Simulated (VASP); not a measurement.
# Cu4H in VASP: relaxation of the atoms with PBEsol

Aim: the relaxation of the atoms of Cu4H with PBEsol.

Everything below comes from runs of VASP 6.6.1. Logs are shortened: lines on timing, memory, paths and dates and some standing lists are left out, and cuts for length are marked.

## (1) The cell of the first run

The cell holds a slab with vacuum, 5 atoms: a = 2.520 Å, b = 2.520 Å, c = 25.172 Å, α = 90.00°, β = 90.00°, γ = 120.00°.

## (2) Relaxation of the atoms, PBEsol

Input file INCAR:

```
SYSTEM = Cu4H
PREC = Accurate
ENCUT = 520
EDIFF = 1E-6
ISMEAR = 0
SIGMA = 0.1
LREAL = .FALSE.
LASPH = .TRUE.
NELM = 80
ALGO = Fast
ISIF = 2
LWAVE = .FALSE.
LCHARG = .FALSE.
LDIPOL = .TRUE.
IDIPOL = 3
DIPOL = 0.5 0.5 0.492
GGA = PS
IBRION = 2
NSW = 90
EDIFFG = -0.03
```

Input file KPOINTS:

```
regular mesh
0
G
  12 12 1
  0 0 0
```

Input file POSCAR:

```
Cu4H
1.0
    2.5196845176      0.0000000000      0.0000000000
   -1.2598422588      2.1821108017      0.0000000000
    0.0000000000      0.0000000000     25.1719413808
Cu H
4 1
Selective dynamics
Direct
    0.6666666667      0.3333333333      0.3376775701  F F F
    0.3333333333      0.6666666667      0.4194080080  F F F
    0.0000000000      0.0000000000      0.5001010441  T T T
    0.6666666667      0.3333333333      0.5807085463  T T T
    0.1666666667     -0.1666666667      0.6220243901  T T T
```

Potentials or basis: VASP PAW PBE potentials, release 64 (Cu, H).

On the command line:

```
> cat potpaw_PBE.64/Cu/POTCAR potpaw_PBE.64/H/POTCAR > POTCAR
> mpirun -np 1 vasp_std > vasp.out
```

OUTCAR:

```text
SYSTEM = Cu4H
   PREC = Accurate
   ENCUT = 520
   EDIFF = 1E-6
   ISMEAR = 0
   LREAL = .FALSE.
   LASPH = .TRUE.
   NELM = 80
   ISIF = 2
   GGA = PS
   IBRION = 2
   NSW = 90
   EDIFFG = -0.03

 ion  position               nearest neighbor table
   1  0.667  0.333  0.338-   2 2.52   2 2.52   2 2.52
   2  0.333  0.667  0.419-   3 2.50   3 2.50   3 2.50   1 2.52   1 2.52   1 2.52
   3  0.000  0.000  0.500-   4 2.50   4 2.50   4 2.50   2 2.50   2 2.50   2 2.50
   4  0.667  0.333  0.581-   5 1.63   5 1.63   3 2.50   3 2.50   3 2.50
   5  0.167  0.833  0.622-   4 1.63   4 1.63

  LATTYP: Found a hexagonal cell.
 ALAT       =     2.5196845176
 C/A-ratio  =     9.9901163042

  Lattice vectors:

 A1 = (   2.5196845176,   0.0000000000,   0.0000000000)
 A2 = (  -1.2598422588,   2.1821108017,   0.0000000000)
 A3 = (   0.0000000000,   0.0000000000,  25.1719413808)

Analysis of symmetry for initial positions (statically):
=====================================================================
 Subroutine PRICEL returns:
 Original cell was already a primitive cell.

 Routine SETGRP: Setting up the symmetry group for a
 hexagonal supercell.

 Subroutine GETGRP returns: Found  2 space group operations
 (whereof  2 operations were pure point group operations)
 out of a pool of 24 trial point group operations.

The static configuration has the point symmetry C_1h.

Analysis of symmetry for dynamics (positions and initial velocities):
=====================================================================
 Subroutine PRICEL returns:
 Original cell was already a primitive cell.

 Routine SETGRP: Setting up the symmetry group for a
 hexagonal supercell.

 Subroutine GETGRP returns: Found  2 space group operations
 (whereof  2 operations were pure point group operations)
 out of a pool of 24 trial point group operations.

The dynamic configuration has the point symmetry C_1h.

Analysis of constrained symmetry for selective dynamics:
=====================================================================
 Subroutine PRICEL returns:
 Original cell was already a primitive cell.

 Routine SETGRP: Setting up the symmetry group for a
 hexagonal supercell.

 Subroutine GETGRP returns: Found  2 space group operations
 (whereof  2 operations were pure point group operations)
 out of a pool of 24 trial point group operations.

The constrained configuration has the point symmetry C_1h.

 Subroutine INISYM returns: Found  2 space group operations
 (whereof  2 operations are pure point group operations),
 and found     1 'primitive' translations

----------------------------------------------------------------------------------------

                                     Primitive cell

  volume of cell :     138.4011

  direct lattice vectors                    reciprocal lattice vectors
     2.519684518  0.000000000  0.000000000     0.396875082  0.229135936  0.000000000
    -1.259842259  2.182110802  0.000000000     0.000000000  0.458271871  0.000000000
     0.000000000  0.000000000 25.171941381     0.000000000  0.000000000  0.039726773

  length of vectors
     2.519684518  2.519684518 25.171941381     0.458271871  0.458271871  0.039726773

  position of ions in fractional coordinates (direct lattice)
     0.666666667  0.333333333  0.337677570
     0.333333333  0.666666667  0.419408008
     0.000000000  0.000000000  0.500101044
     0.666666667  0.333333333  0.580708546
     0.166666667  0.833333333  0.622024390

  ion indices of the primitive-cell ions
   primitive index   ion index
                 1           1
                 2           2
                 3           3
                 4           4
                 5           5

----------------------------------------------------------------------------------------

 KPOINTS: regular mesh

Automatic generation of k-mesh.
 Grid dimensions read from file:
 generate k-points for:   12   12    1

 Generating k-lattice:

  Cartesian coordinates                     Fractional coordinates (reciprocal lattice)
     0.033072924  0.019094661  0.000000000     0.083333333  0.000000000  0.000000000
     0.000000000  0.038189323  0.000000000     0.000000000  0.083333333  0.000000000
     0.000000000  0.000000000  0.039726773     0.000000000  0.000000000  1.000000000

  Length of vectors
     0.038189323  0.038189323  0.039726773

  Shift w.r.t. Gamma in fractional coordinates (k-lattice)
     0.000000000  0.000000000  0.000000000

 Subroutine IBZKPT returns following result:
 ===========================================

 Found     43 irreducible k-points:

 Following reciprocal coordinates:
            Coordinates               Weight
  0.000000  0.000000  0.000000      1.000000
  0.083333 -0.000000  0.000000      4.000000
 -0.083333  0.083333  0.000000      2.000000
  0.166667  0.000000  0.000000      4.000000
 -0.166667  0.166667  0.000000      2.000000
  0.250000  0.000000  0.000000      4.000000
[... 16 lines left out ...]
 -0.083333  0.416667  0.000000      4.000000
 -0.416667  0.333333  0.000000      4.000000
 [... further k-points ...]
   k-points           NKPTS =     43   k-points in BZ     NKDIM =     43   number of bands    NBANDS=     27
   number of dos      NEDOS =    301   number of ions     NIONS =      5
   total plane-waves  NPLWV =  76800
   dimension x,y,z NGX =    20 NGY =   20 NGZ =  192
   dimension x,y,z NGXF=    40 NGYF=   40 NGZF=  384
   ions per type =               4   1
   NGX,Y,Z   is equivalent  to a cutoff of  13.20, 13.20, 12.68 a.u.
   NGXF,Y,Z  is equivalent  to a cutoff of  26.39, 26.39, 25.36 a.u.
 SYSTEM =  Cu4H
   PREC   = accura    normal or accurate (medium, high low for compatibility)
   ISTART =      0    job   : 0-new  1-cont  2-samecut
   ICHARG =      2    charge: 1-file 2-atom 10-const
   ISPIN  =      1    spin polarized calculation?
   LNONCOLLINEAR =      F non collinear calculations
   LSORBIT =      F    spin-orbit coupling
   LASPH  =      T    aspherical Exc in radial PAW
   ENCUT  =  520.0 eV  38.22 Ry    6.18 a.u.   4.68  4.68 46.80*2*pi/ulx,y,z
   NELM   =     80;   NELMIN=  2; NELMDL= -5     # of ELM steps
   EDIFF  = 0.1E-05   stopping-criterion for ELM
   LREAL  =      F    real-space projection
   EDIFFG = -.3E-01   stopping-criterion for IOM
   NSW    =     90    number of steps for IOM
   IBRION =      2    ionic relax: 0-MD 1-quasi-New 2-CG
   NFREE  =      1    steps in history (QN), initial steepest desc. (CG)
   ISIF   =      2    stress and relaxation
   ISYM   =      2    0-nonsym 1-usesym 2-fastsym
   POTIM  = 0.5000    time-step for ionic-motion
   TEBEG  =    0.0;   TEEND  =   0.0 temperature during run
   PSTRESS=    0.0 pullay stress
   NELECT =      45.0000    total number of electrons
   NUPDOWN=      -1.0000    fix difference up-down
   EMIN   =  10.00;   EMAX   =-10.00  energy-range for DOS
   EFERMI =   0.00;   METHOD = LEGACY
   ISMEAR =     0;   SIGMA  =   0.10  broadening in eV -4-tet -1-fermi 0-gaus
   EFERMI_NEDOS =   21; number of points for ismear=-14 and -15
   IALGO  =     68    algorithm
   IMIX   =      4    mixing-type and parameters
     AMIX     =   0.40;   BMIX     =  1.00
     AMIX_MAG =   1.60;   BMIX_MAG =  1.00
  volume/ion in A,a.u.               =      27.68       186.80
  Fermi-wavevector in a.u.,A,eV,Ry     =   1.125725  2.127312 17.242086  1.267258
  Thomas-Fermi vector in A             =   2.262404
   LORBIT       =      0    0 simple, 1 ext, 2 COOP (PROOUT), +10 PAW based schemes
   GGA     = PS    functional components
   LHFCALC =     F    Hartree Fock is set to
   AEXX    =    0.0000 exact exchange contribution
   IVDW    =     0    specifies the selected vdW correction
   LEPSILON=     F    determine dielectric tensor
   LRPA    =     F    only Hartree local field effects (RPA)
 conjugate gradient relaxation of ions
 non-spin polarized calculation
 RMM-DIIS sequential band-by-band and
 Gauss-broadening in eV      SIGMA  =   0.10
  energy-cutoff  :      520.00
  volume of cell :      138.40
 maximum number of plane-waves:      3765
   NGX =  9   NGY =  9   NGZ = 93

--------------------------------------- Ionic step        1  -------------------------------------------

 number of electron      45.0000011 magnetization

 Free energy of the ion-electron system (eV)
  ---------------------------------------------------
  ext. energy  EPLUGINS =         0.00000000
  ---------------------------------------------------
  free energy    TOTEN  =       -19.41538107 eV

  energy without entropy =      -19.39949117  energy(sigma->0) =      -19.40743612

------------------------ aborting loop because EDIFF is reached ----------------------------------------

  FORCE on cell =-STRESS in cart. coord.  units (eV):
  Direction    XX          YY          ZZ          XY          YZ          ZX
  --------------------------------------------------------------------------------------
  -------------------------------------------------------------------------------------
  Total       -0.1783317     -0.3807840      0.9775194     -0.1753288      0.0486970     -0.0843456
  in kB       -2.0644269     -4.4080815     11.3160875     -2.0296644      0.5637322     -0.9764121
  external PRESSURE =       1.6145263 kB  Pullay stress =       0.0000000 kB
[... 254 lines left out ...]
  FREE ENERGIE OF THE ION-ELECTRON SYSTEM (eV)
  ---------------------------------------------------
  free  energy   TOTEN  =       -19.4320746074 eV

  energy  without entropy=      -19.4162657450  energy(sigma->0) =      -19.42417018

 dipolmoment           0.000000      0.000000      0.000455 electrons x Angstroem

--------------------------------------- Ionic step        8  -------------------------------------------

 number of electron      44.9999986 magnetization

 dipolmoment           0.000000      0.000000     -0.001066 electrons x Angstroem

 Free energy of the ion-electron system (eV)
  ---------------------------------------------------
  ext. energy  EPLUGINS =         0.00000000
  ---------------------------------------------------
  free energy    TOTEN  =       -19.43360038 eV

  energy without entropy =      -19.41786654  energy(sigma->0) =      -19.42573346

 E-fermi :  -0.6635     XC(G=0):  -5.2304

 val. band max:       -0.6689669973   @ k =   0.5000   0.3333   0.0000
 cond. band min:      -0.6580872613   @ k =   0.5000   0.5000   0.0000
 fundamental gap:      0.0108797360
 Fermi energy:        -0.6634672730

 k-point     1 :       0.0000    0.0000    0.0000
  band No.  band energies     occupation
      1     -10.3111      2.00000
      2      -9.3817      2.00000
      3      -7.6869      2.00000
      4      -6.1817      2.00000
      5      -4.8447      2.00000
      6      -4.1471      2.00000
[... 709 lines left out ...]
     26       5.0555      0.00000
     27       5.9998      0.00000

 [... further k-points ...]

------------------------ aborting loop because EDIFF is reached ----------------------------------------

 vacuum level on the upper side and lower side of the slab       (xc-potential included)        -0.166        -0.111

  FORCE on cell =-STRESS in cart. coord.  units (eV):
  Direction    XX          YY          ZZ          XY          YZ          ZX
  --------------------------------------------------------------------------------------
  -------------------------------------------------------------------------------------
  Total       -0.6106279     -0.6807035     -0.0195888     -0.0606872      0.0217437     -0.0376612
  in kB       -7.0688305     -7.8800480     -0.2267667     -0.7025350      0.2517123     -0.4359785
  external PRESSURE =      -5.0585484 kB  Pullay stress =       0.0000000 kB
[... 20 lines left out ...]
  FREE ENERGIE OF THE ION-ELECTRON SYSTEM (eV)
  ---------------------------------------------------
  free  energy   TOTEN  =       -19.4336003763 eV

  energy  without entropy=      -19.4178665399  energy(sigma->0) =      -19.42573346

 reached required accuracy - stopping structural energy minimisation

 vacuum level on the upper side and lower side of the slab         4.254         4.316
```

It took 27 min on 1 thread of Oxide Virtual Turin-like, shared host; peak memory 0.32 GiB.

What came out:

```
Free energy               : -19.4336 eV
Energy gained by relaxing : 3.6 meV/atom
Ionic steps               : 8
Band gap on the k mesh    : zero (an odd number of electrons rules out a gap without spin polarisation)
```

Step by step:
| step | energy change (eV) | largest force on free atoms (eV/Å) | pressure (GPa) |
| --- | --- | --- | --- |
| 1 | 0.0000 | 0.4156 | 0.16 |
| 2 | -0.0072 | 0.1609 | 0.16 |
| 3 | -0.0081 | 0.1464 | 0.15 |
| 4 | -0.0094 | 0.1269 | 0.16 |
| 5 | -0.0125 | 0.0899 | -0.01 |
| 6 | -0.0151 | 0.1393 | -0.33 |
| 7 | -0.0167 | 0.0990 | -0.43 |
| 8 | -0.0182 | 0.0279 | -0.51 |

Final structure:
```
Cu H
1.0
     2.51968    0.00000    0.00000
    -1.25984    2.18211    0.00000
     0.00000    0.00000   25.17194
Cu H
4 1
Cartesian
  1.2598 0.7274 8.5000
  0.0000 1.4547 10.5573
  -1.2465 2.1744 12.6152
  1.2419 0.7377 14.7281
  -0.6364 1.8221 15.7506
```

Caveat: the PAW data sets were made with another functional, which shifts forces and pressure a little.
